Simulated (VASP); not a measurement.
# TlPtN: single point with PBE

Crystal: TlPtN.

```
Tl Pt N
1.0
     3.98825    0.00000    0.00000
     0.00000    3.98825    0.00000
     0.00000    0.00000    7.62594
Tl Pt N
2 2 2
Direct
  0.00000 0.00000 0.79406
  0.00000 0.00000 0.20594
  0.50000 0.50000 0.16672
  0.50000 0.50000 0.83328
  0.50000 0.50000 0.42556
  0.50000 0.50000 0.57444
```

* Program: VASP 6.6.1
* Task: single point
* Functional: PBE
* Potentials or basis: VASP PAW PBE potentials, release 64 (Tl_d, Pt, N)
* Cutoff: 520 eV
* k mesh: 8 × 8 × 4
* Occupations: gaussian, width 0.1 eV
* Spin: no spin polarisation

* Pressure: 6.7 GPa
* Largest force: 1.004 eV/Å
* Band gap on the k mesh: zero (bands 28 and 29 overlap by 1.30 eV)

Forces in eV/Å, atoms in the order of the input:
```
Tl   0.000  0.000 -0.003
Tl   0.000  0.000  0.003
Pt   0.000  0.000 -0.024
Pt   0.000  0.000  0.024
N    0.000  0.000 -1.004
N    0.000  0.000  1.004
```

Stress tensor (GPa, compression positive):
```
6.31 0.00 0.00
0.00 6.31 0.00
0.00 0.00 7.51
```

Levels at points of the mesh, in eV from the Fermi level:
| k point | band 25 | band 26 | band 27 | band 28 | band 29 | band 30 | band 31 | band 32 |
| --- | --- | --- | --- | --- | --- | --- | --- | --- |
| (0.00, 0.00, 0.00) | -2.39 | -2.10 | -0.40 | 0.54 | 1.61 | 1.61 | 2.19 | 2.19 |
| (0.50, 0.00, 0.00) | -2.77 | -2.55 | -2.23 | -2.18 | 0.89 | 1.74 | 1.79 | 2.72 |
| (0.50, 0.50, 0.00) | -1.39 | -1.39 | -1.22 | -0.80 | -0.57 | 0.03 | 0.39 | 0.39 |
| (0.00, 0.00, 0.50) | -1.85 | -1.85 | 0.28 | 0.33 | 0.33 | 0.54 | 2.32 | 3.14 |
| (0.50, 0.00, 0.50) | -2.38 | -2.17 | -1.79 | -1.79 | 0.98 | 1.05 | 2.64 | 3.44 |
| (0.50, 0.50, 0.50) | -2.12 | -2.12 | -1.04 | -0.85 | -0.41 | -0.31 | 0.59 | 0.59 |

Run time: 5.2 min on 1 thread of AMD EPYC 7R13, with other jobs on the host, peak memory 0.32 GiB.

Caveat: the standard files for N, O and F lose accuracy on very short bonds; the cell stands under pressure; spin-orbit coupling is left out, which moves the levels of the heavy elements; forces of over 1 eV/Å act on the atoms, so gaps and moduli don't describe the material at rest.
